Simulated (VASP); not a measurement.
# H10CO5 in VASP: further runs

The runs below take H10CO5 through single point, molecular dynamics, with PBE.

Everything below comes from runs of VASP 6.6.1. Logs are shortened: lines on timing, memory, paths and dates and some standing lists are left out, and cuts for length are marked.

**1. The cell of the first run**

The cell holds an amorphous packing of atoms, 16 atoms: a = 5.251 Å, b = 5.251 Å, c = 5.251 Å, α = 90.00°, β = 90.00°, γ = 90.00°.

**2. Single point, PBE**

File INCAR:

```
PREC = Accurate ; ENCUT = 520
EDIFF = 1E-6 ; ISMEAR = -1
SIGMA = 0.02 ; LREAL = Auto
LASPH = T ; NELM = 60
ALGO = Normal ; ISIF = 2
LWAVE = F ; LCHARG = F
GGA = PE ; NBANDS = 36
```

File KPOINTS:

```
Automatic mesh
0
Gamma
  1 1 1
```

File POSCAR:

```
H10CO5
1.0
    5.2511710000      0.0000000000      0.0000000000
    0.0000000000      5.2511710000      0.0000000000
    0.0000000000      0.0000000000      5.2511710000
O H C
5 10 1
Direct
    0.9744405276      0.2842593953      0.1695387563
    0.6544459804      0.2743048418      0.7671515862
    0.3538637939      1.0039299364      0.4055574934
    0.4267683513      0.5430802519      0.1651147380
    1.0289451142      0.7887157817      0.7337180482
    0.9077892218      0.2388606910      0.0008785749
    1.0860928526      0.1463315493      0.2329246324
    0.5569328494      0.1773264553      0.6402377855
    0.5312336865      0.3515863307      0.8867397258
    0.2313563223      0.9255083816      0.5234494375
    0.4107979549      0.8539404204      0.3068957825
    0.2484779060      0.4770044225      0.1605873562
    0.5162851535      0.4306850442      0.2837208757
    0.6460584433      0.7930861712      0.8049738030
    0.8713727898      0.7747191729      1.0875903037
    0.8467715524      0.7875351536      0.8756282006
```

Potentials or basis: VASP PAW PBE potentials, release 64 (O, H, C).

Started as:

```bash
$ cat potpaw_PBE.64/O/POTCAR potpaw_PBE.64/H/POTCAR potpaw_PBE.64/C/POTCAR > POTCAR
$ mpirun -np 1 vasp_gam > vasp.out
```

OUTCAR:

```text
PREC = Accurate
   ENCUT = 520
   EDIFF = 1E-6
   ISMEAR = -1
   LREAL = Auto
   LASPH = T
   NELM = 60
   ISIF = 2
   GGA = PE

 ion  position               nearest neighbor table
   1  0.974  0.284  0.170-   6 0.98   7 0.99
   2  0.654  0.274  0.767-   8 0.98   9 0.99
   3  0.354  0.004  0.406-  10 0.98  11 0.99
   4  0.427  0.543  0.165-  13 0.98  12 1.00
   5  0.029  0.789  0.734-  16 1.21
   6  0.908  0.239  0.001-   1 0.98
   7  0.086  0.146  0.233-   1 0.99
   8  0.557  0.177  0.640-   2 0.98
   9  0.531  0.352  0.887-   2 0.99
  10  0.231  0.926  0.523-   3 0.98
  11  0.411  0.854  0.307-   3 0.99
  12  0.248  0.477  0.161-   4 1.00
  13  0.516  0.431  0.284-   4 0.98
  14  0.646  0.793  0.805-  16 1.12
  15  0.871  0.775  0.088-  16 1.12
  16  0.847  0.788  0.876-  14 1.12  15 1.12   5 1.21

  LATTYP: Found a simple cubic cell.
 ALAT       =     5.2511710000

  Lattice vectors:

 A1 = (   5.2511710000,   0.0000000000,   0.0000000000)
 A2 = (   0.0000000000,   5.2511710000,   0.0000000000)
 A3 = (   0.0000000000,   0.0000000000,   5.2511710000)

Analysis of symmetry for initial positions (statically):
=====================================================================
 Subroutine PRICEL returns:
 Original cell was already a primitive cell.

 Routine SETGRP: Setting up the symmetry group for a
 simple cubic supercell.

 Subroutine GETGRP returns: Found  1 space group operations
 (whereof  1 operations were pure point group operations)
 out of a pool of 48 trial point group operations.

The static configuration has the point symmetry C_1 .

Analysis of symmetry for dynamics (positions and initial velocities):
=====================================================================
 Subroutine PRICEL returns:
 Original cell was already a primitive cell.

 Routine SETGRP: Setting up the symmetry group for a
 simple cubic supercell.

 Subroutine GETGRP returns: Found  1 space group operations
 (whereof  1 operations were pure point group operations)
 out of a pool of 48 trial point group operations.

The dynamic configuration has the point symmetry C_1 .

 Subroutine INISYM returns: Found  1 space group operations
 (whereof  1 operations are pure point group operations),
 and found     1 'primitive' translations

----------------------------------------------------------------------------------------

                                     Primitive cell

  volume of cell :     144.8000

  direct lattice vectors                    reciprocal lattice vectors
     5.251171000  0.000000000  0.000000000     0.190433715  0.000000000  0.000000000
     0.000000000  5.251171000  0.000000000     0.000000000  0.190433715  0.000000000
     0.000000000  0.000000000  5.251171000     0.000000000  0.000000000  0.190433715

  length of vectors
     5.251171000  5.251171000  5.251171000     0.190433715  0.190433715  0.190433715

  position of ions in fractional coordinates (direct lattice)
     0.974440528  0.284259395  0.169538756
     0.654445980  0.274304842  0.767151586
     0.353863794  0.003929936  0.405557493
     0.426768351  0.543080252  0.165114738
     0.028945114  0.788715782  0.733718048
     0.907789222  0.238860691  0.000878575
[... 8 lines left out ...]
     0.871372790  0.774719173  0.087590304
     0.846771552  0.787535154  0.875628201

  ion indices of the primitive-cell ions
   primitive index   ion index
                 1           1
                 2           2
                 3           3
                 4           4
                 5           5
                 6           6
[... 8 lines left out ...]
                15          15
                16          16

----------------------------------------------------------------------------------------

 KPOINTS: Automatic mesh

Automatic generation of k-mesh.
 Grid dimensions read from file:
 generate k-points for:    1    1    1

 Generating k-lattice:

  Cartesian coordinates                     Fractional coordinates (reciprocal lattice)
     0.190433715  0.000000000  0.000000000     1.000000000  0.000000000  0.000000000
     0.000000000  0.190433715  0.000000000     0.000000000  1.000000000  0.000000000
     0.000000000  0.000000000  0.190433715     0.000000000  0.000000000  1.000000000

  Length of vectors
     0.190433715  0.190433715  0.190433715

  Shift w.r.t. Gamma in fractional coordinates (k-lattice)
     0.000000000  0.000000000  0.000000000

 Subroutine IBZKPT returns following result:
 ===========================================

 Found      1 irreducible k-points:

 Following reciprocal coordinates:
            Coordinates               Weight
  0.000000  0.000000  0.000000      1.000000
   k-points           NKPTS =      1   k-points in BZ     NKDIM =      1   number of bands    NBANDS=     36
   number of dos      NEDOS =    301   number of ions     NIONS =     16
   total plane-waves  NPLWV =  64000
   dimension x,y,z NGX =    40 NGY =   40 NGZ =   40
   dimension x,y,z NGXF=    80 NGYF=   80 NGZF=   80
   ions per type =               5  10   1
   NGX,Y,Z   is equivalent  to a cutoff of  12.66, 12.66, 12.66 a.u.
   NGXF,Y,Z  is equivalent  to a cutoff of  25.33, 25.33, 25.33 a.u.
 SYSTEM =  unknown system
   PREC   = accura    normal or accurate (medium, high low for compatibility)
   ISTART =      0    job   : 0-new  1-cont  2-samecut
   ICHARG =      2    charge: 1-file 2-atom 10-const
   ISPIN  =      1    spin polarized calculation?
   LNONCOLLINEAR =      F non collinear calculations
   LSORBIT =      F    spin-orbit coupling
   LASPH  =      T    aspherical Exc in radial PAW
   ENCUT  =  520.0 eV  38.22 Ry    6.18 a.u.   9.76  9.76  9.76*2*pi/ulx,y,z
   NELM   =     60;   NELMIN=  2; NELMDL= -5     # of ELM steps
   EDIFF  = 0.1E-05   stopping-criterion for ELM
   LREAL  =      T    real-space projection
   EDIFFG = 0.1E-04   stopping-criterion for IOM
   NSW    =      0    number of steps for IOM
   IBRION =     -1    ionic relax: 0-MD 1-quasi-New 2-CG
   NFREE  =      0    steps in history (QN), initial steepest desc. (CG)
   ISIF   =      2    stress and relaxation
   ISYM   =      2    0-nonsym 1-usesym 2-fastsym
   POTIM  = 0.5000    time-step for ionic-motion
   TEBEG  =    0.0;   TEEND  =   0.0 temperature during run
   PSTRESS=    0.0 pullay stress
   NELECT =      44.0000    total number of electrons
   NUPDOWN=      -1.0000    fix difference up-down
   EMIN   =  10.00;   EMAX   =-10.00  energy-range for DOS
   EFERMI =   0.00;   METHOD = LEGACY
   ISMEAR =    -1;   SIGMA  =   0.02  broadening in eV -4-tet -1-fermi 0-gaus
   EFERMI_NEDOS =   21; number of points for ismear=-14 and -15
   IALGO  =     38    algorithm
   IMIX   =      4    mixing-type and parameters
     AMIX     =   0.40;   BMIX     =  1.00
     AMIX_MAG =   1.60;   BMIX_MAG =  1.00
  volume/ion in A,a.u.               =       9.05        61.07
  Fermi-wavevector in a.u.,A,eV,Ry     =   1.100617  2.079865 16.481524  1.211358
  Thomas-Fermi vector in A             =   2.237031
   LORBIT       =      0    0 simple, 1 ext, 2 COOP (PROOUT), +10 PAW based schemes
   GGA     = PE    functional components
   LHFCALC =     F    Hartree Fock is set to
   AEXX    =    0.0000 exact exchange contribution
   IVDW    =     0    specifies the selected vdW correction
   LEPSILON=     F    determine dielectric tensor
   LRPA    =     F    only Hartree local field effects (RPA)
 non-spin polarized calculation
  energy-cutoff  :      520.00
  volume of cell :      144.80
 maximum number of plane-waves:      1944
 NGX is ok and might be reduce to    40
   NGX = 19   NGY = 19   NGZ = 19

 number of electron      44.0000001 magnetization

 Free energy of the ion-electron system (eV)
  ---------------------------------------------------
  ext. energy  EPLUGINS =         0.00000000
  ---------------------------------------------------
  free energy    TOTEN  =       -81.16198051 eV

  energy without entropy =      -81.16198051  energy(sigma->0) =      -81.16198051

 E-fermi :  -2.1621     XC(G=0):  -7.4899

 val. band max:       -2.7050002042   @ k =   0.0000   0.0000   0.0000
 cond. band min:       1.4306146533   @ k =   0.0000   0.0000   0.0000
 fundamental gap:      4.1356148575
 Fermi energy:        -2.1620738723

 k-point     1 :       0.0000    0.0000    0.0000
  band No.  band energies     occupation
      1     -23.1440      2.00000
      2     -21.9600      2.00000
      3     -21.3034      2.00000
      4     -21.1496      2.00000
      5     -20.9622      2.00000
      6     -11.9084      2.00000
[... 26 lines left out ...]
     33       9.4302      0.00000
     34       9.8269      0.00000
 [bands above 34 left out]

------------------------ aborting loop because EDIFF is reached ----------------------------------------

  FORCE on cell =-STRESS in cart. coord.  units (eV):
  Direction    XX          YY          ZZ          XY          YZ          ZX
  --------------------------------------------------------------------------------------
  -------------------------------------------------------------------------------------
  Total       -0.2525633      0.5438332      1.0615856      0.2662043     -0.5130656     -1.2741655
  in kB       -2.7945527      6.0173848     11.7461927      2.9454870     -5.6769488    -14.0983383
  external PRESSURE =       4.9896749 kB  Pullay stress =       0.0000000 kB

 VOLUME and BASIS-vectors are now :
 -----------------------------------------------------------------------------
  energy-cutoff  :      520.00
  volume of cell :      144.80
      direct lattice vectors                 reciprocal lattice vectors
     5.251171000  0.000000000  0.000000000     0.190433715  0.000000000  0.000000000
     0.000000000  5.251171000  0.000000000     0.000000000  0.190433715  0.000000000
     0.000000000  0.000000000  5.251171000     0.000000000  0.000000000  0.190433715

 POSITION                                       TOTAL-FORCE (eV/Angst)
 -----------------------------------------------------------------------------------
      5.11695      1.49269      0.89028         0.109562      0.044960      0.098913
      3.43661      1.44042      4.02844         0.038499      0.078721      0.140879
      1.85820      0.02064      2.12965         0.009100      0.138351      0.008231
      2.24103      2.85181      0.86705         0.082228      0.036351     -0.044828
      0.15200      4.14168      3.85288         0.466600      0.075782     -0.402557
      4.76696      1.25430      0.00461        -0.122086     -0.013250     -0.075583
[... 8 lines left out ...]
      4.57573      4.06818      0.45995         0.049172     -0.001994      0.025774
      4.44654      4.13548      4.59807        -0.645475     -0.156115      0.358130
 -----------------------------------------------------------------------------------
    total drift:                               -0.007144     -0.003241      0.000306

  FREE ENERGIE OF THE ION-ELECTRON SYSTEM (eV)
  ---------------------------------------------------
  free  energy   TOTEN  =       -81.1619805140 eV

  energy  without entropy=      -81.1619805140  energy(sigma->0) =      -81.16198051
```

Wall time 10 s (1 thread of Intel Xeon Platinum 8375C at 2.90GHz (Ice Lake), shared host); peak memory 0.22 GiB.

What came out:

- Free energy: -81.1620 eV
- Pressure: 0.5 GPa
- Largest force: 0.754 eV/Å
- Band gap on the k mesh: 4.14 eV

Forces in eV/Å, atoms in the order of the input:
```
O    0.110  0.045  0.099
O    0.038  0.079  0.141
O    0.009  0.138  0.008
O    0.082  0.036 -0.045
O    0.467  0.076 -0.403
H   -0.122 -0.013 -0.076
H    0.029  0.110 -0.065
H   -0.062 -0.106 -0.181
H    0.128  0.066 -0.024
H   -0.077 -0.037  0.175
H    0.113 -0.127 -0.119
H   -0.134 -0.084  0.070
H    0.007  0.034  0.030
H    0.008 -0.058  0.005
H    0.049 -0.002  0.026
C   -0.645 -0.156  0.358
```

Stress tensor (GPa, compression positive):
```
-0.28  0.29 -1.41
 0.29  0.60 -0.57
-1.41 -0.57  1.17
```

Levels at points of the mesh, in eV from the valence-band top:
```csv
k point,band 20,band 21,band 22,band 23,band 24,band 25
"(0.00, 0.00, 0.00)",-0.82,-0.66,0.00,4.14,5.22,8.34
```

Caveat: the k points lie up to 1.20 Å⁻¹ apart.

**3. Single point, PBE**

File INCAR:

```
ALGO = Normal ; EDIFF = 1E-6
ENCUT = 520 ; GGA = PE
ISIF = 2 ; ISMEAR = -1
LASPH = True ; LCHARG = True
LELF = True ; LREAL = Auto
LVHAR = True ; LWAVE = False
NBANDS = 36 ; NELM = 60
PREC = Accurate ; SIGMA = 0.02
```

File KPOINTS:

```
k-points
0
Gamma
  1 1 1
```

File POSCAR:

```
H10CO5
1.0
    5.2511710000      0.0000000000      0.0000000000
    0.0000000000      5.2511710000      0.0000000000
    0.0000000000      0.0000000000      5.2511710000
O H C
5 10 1
Direct
    0.8875925008      0.2175705190      0.1185830741
    0.6450751651      0.3756495456      0.7539461198
    0.3991109792      1.0315223024      0.5258827031
    0.4004249719      0.5553618421      0.2221790149
    0.9604905268      0.8349566221      0.6835618189
    0.8712342447      0.2933821809     -0.0496270260
    1.0555359938      0.1534705307      0.1501379407
    0.5613224174      0.2109243824      0.7111747075
    0.5092387965      0.4709044897      0.8265965820
    0.2544003995      0.9182713722      0.5841173331
    0.5165704945      0.9342487609      0.4348934742
    0.2300248840      0.5309672833      0.2522675418
    0.4973938194      0.4054905087      0.2640553888
    0.6559108435      0.9232226488      0.8617125590
    0.8865070286      0.7665528317      1.0983835796
    0.8401364191      0.8268441458      0.8857452938
```

Potentials or basis: VASP PAW PBE potentials, release 64 (O, H, C).

Started as:

```bash
$ cat potpaw_PBE.64/O/POTCAR potpaw_PBE.64/H/POTCAR potpaw_PBE.64/C/POTCAR > POTCAR
$ mpirun -np 1 vasp_gam > vasp.out
```

Run time: 12 s. Hardware: 1 thread of Intel Xeon Platinum 8375C at 2.90GHz (Ice Lake), shared host; peak memory 0.22 GiB.

The run converged. Its results:

```
Free energy            : -79.7494 eV
Pressure               : 3.9 GPa
Largest force          : 3.548 eV/Å
Band gap on the k mesh : 4.17 eV
```

Forces in eV/Å, atoms in the order of the input:
```
O    0.029 -0.351  1.535
O    0.771 -0.340 -0.691
O   -2.283  0.753  1.001
O    2.985  1.485 -1.215
O    1.080 -0.904  1.100
H   -0.385  0.499 -0.892
H    0.769 -0.007  0.204
H   -0.189  0.192 -0.574
H   -0.835  0.858  0.809
H    0.772  0.442 -0.343
H    1.305 -1.625 -1.224
H   -3.101 -0.840  0.740
H    0.084 -0.551  0.442
H   -0.868 -0.761  0.697
H    0.339 -0.090 -1.683
C   -0.472  1.238  0.094
```

Stress tensor (GPa, compression positive):
```
 7.87 -1.12 -0.03
-1.12  3.57  1.85
-0.03  1.85  0.13
```

Levels at points of the mesh, in eV from the valence-band top:
```csv
k point,band 20,band 21,band 22,band 23,band 24,band 25
"(0.00, 0.00, 0.00)",-1.14,-0.23,0.00,4.17,4.85,8.17
```

Caveat: the k points lie up to 1.20 Å⁻¹ apart.

**4. Single point, PBE**

File INCAR:

```
SYSTEM = H10CO5
PREC = Accurate ; ENCUT = 520
EDIFF = 1E-6 ; ISMEAR = -1
SIGMA = 0.02 ; LREAL = Auto
LASPH = .True. ; NELM = 60
ALGO = Normal ; ISIF = 2
LWAVE = .False. ; LCHARG = .False.
GGA = PE ; NBANDS = 36
```

File KPOINTS:

```
Automatic mesh
0
Gamma
  1 1 1
  0 0 0
```

File POSCAR:

```
H10CO5
1.0
    5.2511710000      0.0000000000      0.0000000000
    0.0000000000      5.2511710000      0.0000000000
    0.0000000000      0.0000000000      5.2511710000
O H C
5 10 1
Direct
    0.8606270868      0.1880913800      0.2531625803
    0.6158816767      0.3810578631      0.8117237089
    0.3995108900      1.1056010174      0.3919697149
    0.3354680318      0.5720628789      0.1950802973
    1.0544314782      0.8236067727      0.7025861470
    0.8308432538      0.1716188637      0.0701367371
    1.0039855872      0.0878089858      0.3169769181
    0.5396320173      0.3322306586      0.6515879982
    0.4482619210      0.4430059505      0.8804893232
    0.3839143688      0.9389334303      0.4787694021
    0.5599512947      1.1021541671      0.3246133101
    0.2916111473      0.4059475496      0.2568569944
    0.5173512727      0.5383941982      0.1955754250
    0.6665180014      0.8284628324      0.8133423954
    0.9189378902      0.6859422403      1.0138310103
    0.8655021899      0.7591830470      0.8296625648
```

Started as:

```bash
$ cat potpaw_PBE.64/O/POTCAR potpaw_PBE.64/H/POTCAR potpaw_PBE.64/C/POTCAR > POTCAR
$ mpirun -np 1 vasp_gam > vasp.out
```

It took 11 s on 1 thread of Intel Xeon Platinum 8375C at 2.90GHz (Ice Lake), shared host; peak memory 0.22 GiB.

It converged, with:

| Property | Result |
| --- | --- |
| Free energy | -79.6708 eV |
| Pressure | 3.6 GPa |
| Largest force | 4.736 eV/Å |
| Band gap on the k mesh | 3.96 eV |

Forces on the atoms (eV/Å):
```
O   -0.126  0.495 -0.348
O   -0.918  0.173  0.334
O   -3.662 -1.135  2.782
O    0.349  0.512 -0.486
O   -1.496 -0.393 -0.715
H    0.525  0.027  0.084
H   -0.125 -0.059 -0.459
H    0.404 -0.902 -1.421
H    0.780  0.197  0.709
H   -0.489  0.742 -0.330
H    3.874  0.012 -1.459
H   -1.170 -0.958  0.534
H    0.675  0.683  0.007
H   -0.348  0.130 -0.853
H   -0.250 -0.903  1.186
C    1.977  1.379  0.435
```

Stress tensor (GPa, compression positive):
```
 2.52  1.11 -2.62
 1.11  2.33  0.02
-2.62  0.02  5.88
```

Levels at points of the mesh, in eV from the valence-band top:
| k point | band 20 | band 21 | band 22 | band 23 | band 24 | band 25 |
| --- | --- | --- | --- | --- | --- | --- |
| (0.00, 0.00, 0.00) | -1.20 | -0.99 | 0.00 | 3.96 | 4.82 | 7.54 |

Caveat: the k points lie up to 1.20 Å⁻¹ apart.

(Part 1 of 2 ends here.)
